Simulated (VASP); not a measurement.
# Al (a cell with a defect): single point with PBE

Al (a cell with a defect):

```xyz
33
Lattice="8.1048 0.0000 0.0000 0.0000 8.1048 0.0000 0.0000 0.0000 8.1048" Properties=species:S:1:pos:R:3 pbc="T T T"
Al    4.0545    0.0207    0.0030
Al    6.0579    2.0249    0.0030
Al    6.1087   -0.0303    2.0554
Al   -0.0013    0.1213   -0.0064
Al    2.0471    2.0250    0.0029
Al    4.0544    4.0315    0.0029
Al    5.9576    6.0793   -0.0063
Al    2.0000   -0.0257    2.0507
Al    4.0547    2.0248    2.0052
Al    6.1060    4.0804    2.0527
Al    4.0489    0.1213    4.0499
Al    5.9575    2.0281    4.0500
Al    6.1008   -0.0225    6.0547
Al   -0.0013    3.9303   -0.0065
Al    2.1485    6.0793   -0.0065
Al   -0.0011    2.0281    1.9050
Al    2.0026    4.0758    2.0482
Al    4.0489    6.0792    1.9050
Al    0.0030    0.4835    4.0570
Al    2.1486    2.0281    4.0499
Al    4.0489    3.9302    4.0498
Al    5.5905    6.0768    4.0570
Al    2.0075   -0.0182    6.0590
Al    4.0544    2.0250    6.0989
Al    6.0984    4.0727    6.0572
Al    0.0031    6.0768    1.5302
Al    0.0030    3.5805    4.0570
Al    2.4935    6.0769    4.0570
Al   -0.0011    2.0280    6.2009
Al    2.0098    4.0686    6.0614
Al    4.0490    6.0791    6.2009
Al    0.0030    6.0769    6.5381
Al   -0.0138    6.0863    4.0284
```

```json
{
 "Program": "VASP 6.6.1",
 "Task": "single point",
 "Functional": "PBE",
 "Potentials or basis": "VASP PAW PBE potentials, release 64 (Al)",
 "Cutoff": "520 eV",
 "k mesh": "2 × 2 × 2",
 "Occupations": "gaussian, width 0.1 eV",
 "Spin": "no spin polarisation"
}
```

```
Pressure               : 4.5 GPa
Largest force          : 0.018 eV/Å
Band gap on the k mesh : zero (an odd number of electrons rules out a gap without spin polarisation)
```

Forces in eV/Å, atoms in the order of the input:
```
Al  -0.001  0.013 -0.003
Al  -0.014  0.001 -0.002
Al  -0.004  0.003 -0.005
Al   0.001 -0.014  0.002
Al   0.015  0.000 -0.001
Al  -0.001 -0.014 -0.002
Al   0.014 -0.002  0.001
Al   0.000  0.003 -0.006
Al  -0.001  0.001 -0.014
Al  -0.003  0.001 -0.006
Al   0.002 -0.015  0.002
Al   0.017 -0.002  0.002
Al  -0.002  0.001 -0.003
Al   0.001  0.012  0.002
Al  -0.012 -0.001  0.002
Al   0.001 -0.002  0.017
Al  -0.002  0.001 -0.003
Al   0.001 -0.001  0.016
Al   0.002  0.003  0.004
Al  -0.014  0.000  0.002
Al   0.002  0.014  0.001
Al  -0.001  0.000  0.004
Al  -0.004  0.000 -0.004
Al  -0.001  0.000  0.016
Al  -0.001  0.003 -0.005
Al   0.001 -0.001 -0.002
Al   0.000 -0.004  0.003
Al   0.008  0.000  0.002
Al   0.000  0.000 -0.013
Al  -0.003  0.002 -0.004
Al   0.000  0.000 -0.012
Al   0.002 -0.002  0.010
Al  -0.004  0.002 -0.004
```

Levels at points of the mesh, in eV from the Fermi level:
| k point | band 47 | band 48 | band 49 | band 50 | band 51 | band 52 |
| --- | --- | --- | --- | --- | --- | --- |
| (0.00, 0.00, 0.00) | -0.11 | 0.34 | 0.60 | 0.60 | 0.60 | 0.88 |
| (0.50, 0.00, 0.00) | -0.28 | -0.27 | -0.27 | -0.16 | 0.09 | 0.31 |
| (0.00, 0.50, 0.00) | -0.28 | -0.27 | -0.26 | -0.16 | 0.09 | 0.31 |
| (0.00, 0.00, 0.50) | -0.28 | -0.27 | -0.27 | -0.16 | 0.09 | 0.31 |
| (0.50, 0.50, 0.00) | -0.40 | -0.28 | 0.61 | 0.61 | 0.85 | 0.98 |
| (0.00, 0.50, 0.50) | -0.40 | -0.28 | 0.61 | 0.61 | 0.85 | 0.98 |
| (0.50, 0.00, 0.50) | -0.40 | -0.28 | 0.61 | 0.61 | 0.85 | 0.98 |
| (0.50, 0.50, 0.50) | -0.61 | -0.61 | -0.61 | -0.47 | -0.47 | -0.46 |

It took 2.7 min on 1 thread of Intel(R) Xeon(R) 6975P-C (Granite Rapids), on a shared host, peak memory 0.55 GiB.

Caveat: the k points lie up to 0.39 Å⁻¹ apart, too coarse for converged energies and pressures of a metal.
